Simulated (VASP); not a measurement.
Runs of VASP 6.6.1 on BP. The structure is that of space group F-43m (No. 216), or close to it. The cells are those of the table. 

```tsv
cell	gap on the mesh (eV)	pressure (GPa)
a = 3.260 Å, angles 60.0°, 2 atoms	1.42	-6.2
a = 3.097 Å, angles 60.0°, 2 atoms	1.10	22.5
a = 3.311 Å, angles 60.0°, 2 atoms	(a)	(b)
a = 3.154 Å, angles 60.0°, 2 atoms	1.22	10.6
```

Alike in all rows: task single point; level PBE; potentials or basis VASP PAW PBE potentials, release 64 (B, P); no spin polarisation; k mesh 6 × 6 × 6; cutoff (eV) 520; smearing gaussian 0.01 eV.

Question: Fill in the values left out.

Answer: (a) 1.47; (b) -12.1.

A k mesh can miss the band edges.
